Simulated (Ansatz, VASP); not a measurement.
# Hf: VASP beside Ansatz

```
Hf
1.0
     0.00000    3.04385    3.04385
     3.04385    0.00000    3.04385
     3.04385    3.04385    0.00000
Hf
2
Direct
  0.74000 0.92000 0.92000
  0.26000 0.08000 0.08000
```

Change from the starting cell: shortest bond scaled by 0.64, PAW files.

Alike in both runs: task single point; functional PBEsol; k mesh 9 × 9 × 9; occupations fermi-dirac, width 0.05 eV; no spin polarisation.

|  | VASP | Ansatz |
| --- | --- | --- |
| version | VASP 6.6.1 | Ansatz 0.2.0 |
| potentials or method | VASP PAW PBE potentials, release 64 (Hf_pv) | PAW with Ansatz's default frozen-core files, scalar-relativistic |
| plane-wave cutoff (eV) | 520 | 420 |
| valence electrons in the cell | 20 | 52 |

|  | VASP | Ansatz | Ansatz less VASP |
| --- | --- | --- | --- |
| pressure (GPa) | 79.9 | 89.8 | +9.90 |
| traceless stress, the component that is largest in VASP (GPa) | -93.06 | -102.47 | -9.408 |
| rms of the force components (eV/Å) | 32.670 | 36.116 | +3.4451 |

VASP's potentials were made for PBE, not for PBEsol. Atom by atom the forces differ by 3.445 eV/Å (rms over components). The pressures are high and differ by over a tenth, so treat them with care. VASP's potentials hold 20 valence electrons a cell and Ansatz's 52, so a difference there can come from the potentials and not from the codes.

Spin-orbit coupling is off throughout. Noted on VASP's run: the cell as given lies far from equilibrium.
